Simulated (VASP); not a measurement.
# BeTe (F-43m) in VASP: further runs, part 2 of 2

VASP 6.6.1.

## 3. Single point, PBEsol, non-collinear spin, zero start, spin-orbit coupling (volume scaled by 1.05)

Contents of INCAR:

```
SYSTEM = BeTe
PREC = Accurate
ENCUT = 520
EDIFF = 1E-6
ISMEAR = 0
SIGMA = 0.05
LREAL = .False.
LASPH = .True.
NELM = 150
ALGO = Normal
ISIF = 2
LWAVE = .False.
LCHARG = .True.
MAGMOM = 0 0 0 0 0 0
LORBIT = 11
LSORBIT = .True.
GGA_COMPAT = .False.
LORBMOM = .True.
GGA = PS
LVHAR = .True.
NBANDS = 20
```

Contents of KPOINTS:

```
regular mesh
0
Gamma
  6 6 6
  0 0 0
```

Contents of POSCAR:

```
BeTe
1.0
    0.0000000000      2.8154186590      2.8154186590
    2.8154186590      0.0000000000      2.8154186590
    2.8154186590      2.8154186590      0.0000000000
Be Te
1 1
Direct
    0.0000000000      0.0000000000      0.0000000000
    0.7500000000      0.7500000000      0.7500000000
```

Potentials or basis: VASP PAW PBE potentials, release 64 (Be, Te).

Run with:

```sh
$ cat potpaw_PBE.64/Be/POTCAR potpaw_PBE.64/Te/POTCAR > POTCAR
$ mpirun -np 1 vasp_ncl > vasp.out
```

OUTCAR:

```text
SYSTEM = BeTe
   PREC = Accurate
   ENCUT = 520
   EDIFF = 1E-6
   ISMEAR = 0
   LREAL = .False.
   LASPH = .True.
   NELM = 150
   ISIF = 2
   LORBIT = 11
   LSORBIT = .True.
   GGA = PS

 ion  position               nearest neighbor table
   1  0.000  0.000  0.000-   2 2.44   2 2.44   2 2.44   2 2.44
   2  0.750  0.750  0.750-   1 2.44   1 2.44   1 2.44   1 2.44

  LATTYP: Found a face centered cubic cell.
 ALAT       =     5.6308373180

  Lattice vectors:

[... 795 lines left out ...]
     0.0000000    -0.0000542     0.0000000    -0.0000542     0.0000000
    -0.0000545    -0.0000545    -0.0000542     0.0000000    -0.0000181
    -0.0000722    -0.0000181     0.0000000    -0.0000181     0.0000000
 l=   3
     0.0000000     0.0000000     0.0000000     0.0000000     0.0000000     0.0000000     0.0000000
     0.0000000     0.0000000     0.0000000     0.0000000     0.0000000     0.0000000     0.0000000
     0.0000000     0.0000000     0.0000000     0.0000000     0.0000000     0.0000000     0.0000000
     0.0000000     0.0000000     0.0000000     0.0000000     0.0000000     0.0000000     0.0000000
     0.0000000     0.0000000     0.0000000     0.0000000     0.0000000     0.0000000     0.0000000
     0.0000000     0.0000000     0.0000000     0.0000000     0.0000000     0.0000000     0.0000000
     0.0000000     0.0000000     0.0000000     0.0000000     0.0000000     0.0000000     0.0000000

 total charge

# of ion       s       p       d       tot
------------------------------------------
    1        0.371   0.571   0.000   0.942
    2        1.332   2.138   0.033   3.504
--------------------------------------------------
tot          1.703   2.709   0.033   4.445

 magnetization (x)

# of ion       s       p       d       tot
------------------------------------------
    1        0.000  -0.000   0.000   0.000
    2        0.000   0.000   0.000   0.000
--------------------------------------------------
tot          0.000   0.000   0.000   0.000

 magnetization (y)

# of ion       s       p       d       tot
------------------------------------------
    1        0.000   0.000   0.000   0.000
    2        0.000   0.000   0.000   0.000
--------------------------------------------------
tot          0.000   0.000   0.000   0.000

 magnetization (z)

# of ion       s       p       d       tot
------------------------------------------
    1        0.000  -0.000   0.000  -0.000
    2        0.000   0.000   0.000   0.000
--------------------------------------------------
tot          0.000  -0.000   0.000  -0.000
```

OSZICAR:

```text
N       E                     dE             d eps       ncg     rms          rms(c)
DAV:   1     0.229105431526E+02    0.22911E+02   -0.27967E+03   880   0.645E+02
DAV:   2    -0.654681546242E+01   -0.29457E+02   -0.27039E+02  1144   0.115E+02
DAV:   3    -0.840072738140E+01   -0.18539E+01   -0.18360E+01  1172   0.294E+01
DAV:   4    -0.843068677112E+01   -0.29959E-01   -0.29950E-01  1160   0.412E+00
DAV:   5    -0.843121306007E+01   -0.52629E-03   -0.52627E-03  1140   0.507E-01    0.485E+00
DAV:   6    -0.833099515273E+01    0.10022E+00   -0.32723E-02  1068   0.130E+00    0.293E+00
DAV:   7    -0.829707715009E+01    0.33918E-01   -0.28995E-02  1112   0.110E+00    0.187E+00
DAV:   8    -0.829472823434E+01    0.23489E-02   -0.54291E-03  1176   0.475E-01    0.265E-01
DAV:   9    -0.829476284546E+01   -0.34611E-04   -0.78175E-04  1072   0.215E-01    0.479E-02
DAV:  10    -0.829481569621E+01   -0.52851E-04   -0.76899E-05  1024   0.628E-02    0.139E-02
DAV:  11    -0.829482371380E+01   -0.80176E-05   -0.91615E-06  1048   0.210E-02    0.761E-03
DAV:  12    -0.829482407279E+01   -0.35899E-06   -0.33044E-07   928   0.417E-03
   1 F= -.82948241E+01 E0= -.82948241E+01  d E =-.120861E-16  mag=     0.0000     0.0000    -0.0000
```

It took 26 s on 1 thread of Intel Xeon 6975P-C (Granite Rapids), shared host; peak memory 0.28 GiB.

Results:

| Item | Value |
| --- | --- |
| Free energy | -8.2948 eV |
| Pressure | -0.5 GPa |
| Net moment | 0.00 μB per cell |
| Valence electrons inside the program's atomic spheres | Be 0.94; Te 3.50 |

Moments on the atoms (μB; x, y, z):
```
Be  0.00 0.00 0.00
Te  0.00 0.00 0.00
```

Caveat: the PAW data sets were made with another functional, which shifts forces and pressure a little.

## 4. Single point, PBEsol, non-collinear spin, zero start, spin-orbit coupling

Contents of INCAR:

```
SYSTEM = BeTe
ALGO = Normal
EDIFF = 1E-6
ENCUT = 520
GGA = PS
GGA_COMPAT = .FALSE.
ISIF = 2
ISMEAR = 0
LASPH = .TRUE.
LCHARG = .TRUE.
LORBIT = 11
LORBMOM = .TRUE.
LREAL = .FALSE.
LSORBIT = .TRUE.
LVHAR = .TRUE.
LWAVE = .FALSE.
MAGMOM = 0 0 0 0 0 0
NBANDS = 20
NELM = 150
PREC = Accurate
SIGMA = 0.05
```

Contents of KPOINTS:

```
k-points
0
G
  8 8 8
  0 0 0
```

Contents of POSCAR:

```
BeTe
1.0
    0.0000000000      2.7700007385      2.7700007385
    2.7700007385      0.0000000000      2.7700007385
    2.7700007385      2.7700007385      0.0000000000
Be Te
1 1
Direct
    0.0000000000      0.0000000000      0.0000000000
    0.7500000000      0.7500000000      0.7500000000
```

Run with:

```sh
$ cat potpaw_PBE.64/Be/POTCAR potpaw_PBE.64/Te/POTCAR > POTCAR
$ mpirun -np 1 vasp_ncl > vasp.out
```

It took 42 s on 1 thread of Intel Xeon 6975P-C (Granite Rapids), shared host; peak memory 0.3 GiB.

It converged, with:

```
Free energy                                           : -8.2882 eV
Pressure                                              : 2.6 GPa
Net moment                                            : 0.00 μB per cell
Valence electrons inside the program's atomic spheres : Be 0.99; Te 3.53
```

Moments on the atoms (μB; x, y, z):
```
Be  0.00 0.00 0.00
Te  0.00 0.00 0.00
```

Caveat: the PAW data sets were made with another functional, which shifts forces and pressure a little.

## 5. Single point, PBEsol, non-collinear spin, zero start, spin-orbit coupling

Contents of INCAR:

```
PREC     = Accurate       # precision mode
ENCUT    = 520            # plane-wave cutoff, eV
EDIFF    = 1E-6           # SCF threshold, eV
ISMEAR   = 0              # smearing method
SIGMA    = 0.05           # smearing width, eV
LREAL    = F              # projectors in reciprocal space
LASPH    = T              # aspherical terms in the spheres
NELM     = 150            # most SCF steps
ALGO     = Normal         # electronic algorithm
ISIF     = 2              # what is computed and relaxed
LWAVE    = F              # write WAVECAR
LCHARG   = F              # write CHGCAR
MAGMOM   = 0 0 0 0 0 0    # initial moments
LORBIT   = 11             # projections on sites
LSORBIT  = T              # spin-orbit coupling
GGA_COMPAT= F            
LORBMOM  = T            
GGA      = PS             # functional
NBANDS   = 20             # bands
```

Contents of KPOINTS:

```
Automatic mesh
0
Gamma
  8 8 8
```

POSCAR is that of step 4.

Run with:

```sh
$ cat potpaw_PBE.64/Be/POTCAR potpaw_PBE.64/Te/POTCAR > POTCAR
$ mpirun -np 1 vasp_ncl > vasp.out
```

It took 44 s on 1 thread of Intel Xeon 6975P-C (Granite Rapids), shared host; peak memory 0.3 GiB.

It converged, with:

```
Free energy                                           : -8.2882 eV
Pressure                                              : 2.6 GPa
Net moment                                            : 0.00 μB per cell
Valence electrons inside the program's atomic spheres : Be 0.99; Te 3.53
```

Moments on the atoms (μB; x, y, z):
```
Be  0.00 0.00 0.00
Te  0.00 0.00 0.00
```

Caveat: the PAW data sets were made with another functional, which shifts forces and pressure a little.

## 6. Summary

```csv
cell,k mesh,pressure (GPa),moment (μB)
"a = 3.917 Å, angles 60.0°, 2 atoms",6 × 6 × 6,2.6,0.00
"a = 3.982 Å, angles 60.0°, 2 atoms",6 × 6 × 6,-0.5,0.00
"a = 3.917 Å, angles 60.0°, 2 atoms",8 × 8 × 8,2.6,0.00
```

Alike in all rows: task single point; level PBEsol; potentials or basis VASP PAW PBE potentials, release 64 (Be, Te); spin non-collinear, zero start, SOC; cutoff (eV) 520; smearing gaussian 0.05 eV.

Caveats: the PAW data sets were made with another functional, which shifts forces and pressure a little.

Absolute energies hang on the potentials; compare differences alone.
